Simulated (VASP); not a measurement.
Runs of VASP 6.6.1 on Ni. The structure is that of space group Fm-3m (No. 225), or close to it. The cells are those of the table. 

```tsv
cell	gap on the mesh (eV)	pressure (GPa)	moment (μB)
a = 2.509, b = 2.509, c = 3.544 Å, 2 atoms	none	(b)	(a)
a = 2.440, b = 2.440, c = 3.447 Å, 2 atoms	none	19.8	1.24
a = 2.574, b = 2.574, c = 3.636 Å, 2 atoms	none	(c)	1.31
a = 2.542, b = 2.542, c = 3.591 Å, 2 atoms	none	-5.3	1.29
a = 2.475, b = 2.475, c = 3.496 Å, 2 atoms	none	9.4	1.25
```

Alike in all rows: task single point; level RPBE; potentials or basis VASP PAW PBE potentials, release 64 (Ni); spin collinear, ferromagnetic start; k mesh 20 × 20 × 15; cutoff (eV) 520; smearing fermi-dirac 0.05 eV.

Q: Estimate the missing entries.

A: (a) 1.27; (b) 1.2; (c) -10.4.

Caveats: the PAW data sets were made with another functional, which shifts forces and pressure a little; the cell stands under pressure (at least some runs); the cell stands under tension (at least some runs).

A gap of «none» marks levels without a gap at the run's occupations.
